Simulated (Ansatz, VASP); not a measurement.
## Ir in VASP and in Ansatz

```
Ir
1.0
     0.00000    1.91970    2.20765
     1.91970    0.00000    2.20765
     1.91970    1.91970    0.00000
Ir
1
Direct
  0.00000 0.00000 0.00000
```

Change from the starting cell: strain +0.1500 x Voigt [0, 0, 1, 0, 0, 0], atoms carried along.

Alike in both runs: task single point; functional PBEsol; k mesh 22 × 22 × 22; occupations gaussian, width 0.15 eV; no spin polarisation.

|  | VASP | Ansatz |
| --- | --- | --- |
| version | VASP 6.6.1 | Ansatz 0.2.0 |
| potentials or method | VASP PAW PBE potentials, release 64 (Ir), cutoff 520 eV | scalar-relativistic, plane waves, PAW |
| valence electrons in the cell | 9 | 17 |

VASP gave:

| Item | Value |
| --- | --- |
| gap on the k mesh at the Fermi level (eV) | none |
| pressure (GPa) | -34.8 |
| traceless stress, the component that is largest in VASP (GPa) | -21.23 |

Question: Which values does Ansatz return?

Answer: gap on the k mesh at the Fermi level (eV): none; pressure (GPa): -35.2; traceless stress, the component that is largest in VASP (GPa): -21.34.

VASP's potentials were made for PBE, not for PBEsol. A gap of «none» marks a metal or a gap that the smearing closes. Both programs put the cell under strong tension, so it lies far from rest at this level. With one functional, cell and mesh, what is left measures potentials, basis and numerics. VASP's potentials hold 9 valence electrons a cell and Ansatz's 17, so a difference there can come from the potentials and not from the codes.

Spin-orbit coupling is off throughout. Noted on VASP's run: the cell as given lies far from equilibrium.
